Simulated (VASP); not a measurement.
Set up this calculation in VASP 6.6.1, as the native input.

```
Task                   : single point
Functional             : PBEsol
Dispersion             : D4
Potentials or basis    : VASP PAW PBE potentials, release 64 (Gd)
Cutoff                 : 520 eV
k mesh                 : 7 × 7 × 7
Occupations            : gaussian, width 0.15 eV
Spin                   : collinear spin, ferromagnetic start
Starting moments       : [7.0] μB
Dipole correction      : no
Further INCAR settings : ALGO = Normal; EDIFF = 1e-06; NBANDS = 19
```

The structure of Gd lies in POSCAR:

```
Gd
1.0
    0.0000000000      2.5858190900      2.5858190900
    2.5858190900      0.0000000000      2.5858190900
    2.5858190900      2.5858190900      0.0000000000
Gd
1
Direct
    0.0000000000      0.0000000000      0.0000000000
```

This isn't the form of Gd at room conditions, which is hcp.

The input as run:

INCAR

```
ALGO = Normal
EDIFF = 1E-6
ENCUT = 520
GGA = PS
ISIF = 2
ISMEAR = 0
ISPIN = 2
IVDW = 13
LASPH = True
LCHARG = False
LMAXMIX = 6
LORBIT = 11
LREAL = False
LWAVE = False
MAGMOM = 7
NBANDS = 19
NELM = 150
PREC = Accurate
SIGMA = 0.15
```

KPOINTS

```
k-points
0
Gamma
  7 7 7
```

Potentials or basis: VASP PAW PBE potentials, release 64 (Gd).

Launch:

```console
$ cat potpaw_PBE.64/Gd/POTCAR > POTCAR
$ mpirun -np 1 vasp_std > vasp.out
```

It gave:

```yaml
Pressure: -4.4 GPa
Net_moment: 7.36 μB per cell
Site_moments: Gd +6.89 μB
Valence_electrons_inside_the_program's_atomic_spheres: Gd 15.17
Dispersion_energy_per_atom: -0.162 eV
```

Caveat: the cell stands under tension; the PAW data sets were made with another functional, which shifts forces and pressure a little.

Run time: 120 s on 1 thread of Intel Xeon 8259CL, with other jobs on the host, peak memory 0.19 GiB.
